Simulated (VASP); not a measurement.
Here is a VASP 6.6.1 calculation.

The input INCAR:

```
SYSTEM = Be
PREC = Accurate ; ENCUT = 600
EDIFF = 1E-7 ; ISMEAR = 0
SIGMA = 0.1 ; LREAL = .False.
LASPH = .True. ; NELM = 60
ALGO = Fast ; ISIF = 3
LWAVE = .False. ; LCHARG = .False.
GGA = PE ; IBRION = 2
NSW = 100 ; EDIFFG = -0.01
```

File KPOINTS:

```
Automatic mesh
0
Gamma
  22 22 22
  0 0 0
```

Contents of POSCAR:

```
Be
1.0
    0.0000000000      1.5808444462      1.5808444462
    1.5808444462      0.0000000000      1.5808444462
    1.5808444462      1.5808444462      0.0000000000
Be
1
Direct
    0.0000000000      0.0000000000      0.0000000000
```

Potentials or basis: VASP PAW PBE potentials, release 64 (Be).

Launch:

```console
$ cat potpaw_PBE.64/Be/POTCAR > POTCAR
$ mpirun -np 1 vasp_std > vasp.out
```

Problem. Estimate the relaxed cell.

Solution. a = 2.234 Å, b = 2.234 Å, c = 2.234 Å, α = 60.00°, β = 60.00°, γ = 60.00°.

Problem. Estimate the band gap on the k mesh.

Solution. Zero (bands 1 and 2 overlap by 0.70 eV).

Problem. Predict the space group after relaxing (to 0.1 Å).

Solution. Fm-3m (No. 225).

Problem. What does it give for the relaxed volume?

Solution. 7.89 Å³/atom.

Final structure:
```xyz
1
Lattice="0.0000 1.5799 1.5799 1.5799 0.0000 1.5799 1.5799 1.5799 0.0000" Properties=species:S:1:pos:R:3 pbc="T T T"
Be    1.5799    1.5799    0.0000
```
